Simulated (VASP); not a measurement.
Runs of VASP 6.6.1 on Br. The structure is that of space group Fd-3m (No. 227), or close to it. The cells are those of the table. 

```tsv
task	cell	cutoff (eV)	gap on the mesh (eV)	pressure (GPa)
relaxation of cell and atoms	relaxed from a = 4.582 Å, angles 60.0°, 2 atoms	600	none	0.0
single point	a = 4.020 Å, angles 60.0°, 2 atoms	520	none	40.1
relaxation of cell and atoms	relaxed to 20 GPa from a = 4.582 Å, angles 60.0°, 2 atoms	600	none	20.0
single point	a = 3.862 Å, angles 60.0°, 2 atoms	520	none	(a)
relaxation of cell and atoms	relaxed to 60 GPa from a = 4.582 Å, angles 60.0°, 2 atoms	600	none	59.9
```

Alike in all rows: level PBE; potentials or basis VASP PAW PBE potentials, release 64 (Br); no spin polarisation; k mesh 6 × 6 × 6; smearing methfessel-paxton 0.01 eV.

**Question.** Fill in the values left out.

**Answer.** (a) 60.1.

Caveats: the cell is relaxed towards a set pressure, so the enthalpy falls and the energy may rise (some runs).

A k mesh can miss the band edges, and the runs leave out spin-orbit coupling on Br.

A gap of «none» marks levels without a gap at the run's occupations.
